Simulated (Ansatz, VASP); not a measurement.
Ir2Rh: VASP beside Ansatz

File INCAR:

```
SYSTEM = Ir2Rh
PREC = Accurate
ENCUT = 520
EDIFF = 1E-7
ISMEAR = 0
SIGMA = 0.1
LREAL = .False.
LASPH = .True.
NELM = 60
ALGO = Fast
ISIF = 2
LWAVE = .False.
LCHARG = .False.
GGA = PE
NBANDS = 42
```

File KPOINTS:

```
regular mesh
0
Gamma
  6 6 2
  0 0 0
```

POSCAR

```
Ir2Rh
1.0
    2.7407272000      0.0000000000      0.0000000000
   -1.3703636000      2.3735394000      0.0000000000
    0.0000000000      0.0000000000     13.2917787000
Ir Rh
4 2
Direct
    0.3333333000      0.6666667000      0.9159160000
    0.3333333000      0.6666667000      0.2509280000
    0.6666667000      0.3333333000      0.0840840000
    0.6666667000      0.3333333000      0.7490720000
    0.3333333000      0.6666667000      0.5833910000
    0.6666667000      0.3333333000      0.4166090000
```

Input for Ansatz:

```yaml
crystal:
  lattice:
    - [2.7407272, 0.0, 0.0]
    - [-1.3703636, 2.3735394, 0.0]
    - [0.0, 0.0, 13.2917787]
  atoms:
    - { symbol: Ir, position: [0.3333333, 0.6666667, 0.915916] }
    - { symbol: Ir, position: [0.3333333, 0.6666667, 0.250928] }
    - { symbol: Ir, position: [0.6666667, 0.3333333, 0.084084] }
    - { symbol: Ir, position: [0.6666667, 0.3333333, 0.749072] }
    - { symbol: Rh, position: [0.3333333, 0.6666667, 0.583391] }
    - { symbol: Rh, position: [0.6666667, 0.3333333, 0.416609] }
basis:
  ecutwfc: 420
kpoints:
  mp_grid: { grid: [6, 6, 2] }
hamiltonian:
  xc: pbe
scf:
  occupations: { method: gaussian, width: 0.1 }
  lower_state_search: "off"
output:
  forces: true
  stress: true
  eigenvalues: true
```

Alike in both runs: task single point; functional PBE; k mesh 6 × 6 × 2; occupations gaussian, width 0.1 eV; no spin polarisation.

```csv
,VASP,Ansatz
version,VASP 6.6.1,Ansatz 0.2.0
potentials or method,"VASP PAW PBE potentials, release 64 (Ir, Rh_pv), cutoff 520 eV","scalar-relativistic, plane waves, PAW"
valence electrons in the cell,66,102
```

VASP gave:

| Item | Value |
| --- | --- |
| gap on the k mesh at the Fermi level (eV) | none |
| pressure (GPa) | 0.8 |
| traceless stress, the component that is largest in VASP (GPa) | -4.94 |
| rms of the force components (eV/Å) | 0.025 |

Problem. Estimate Ansatz's values.

Solution. gap on the k mesh at the Fermi level (eV): none; pressure (GPa): 0.4; traceless stress, the component that is largest in VASP (GPa): -4.96; rms of the force components (eV/Å): 0.035.

Atom by atom the forces differ by 0.010 eV/Å (rms over components). A gap of «none» marks a metal or a gap that the smearing closes. VASP's potentials hold 66 valence electrons a cell and Ansatz's 102, so a difference there can come from the potentials and not from the codes.

The k mesh is coarse, so the values compare programs but aren't converged. Neither program's run includes spin-orbit coupling.
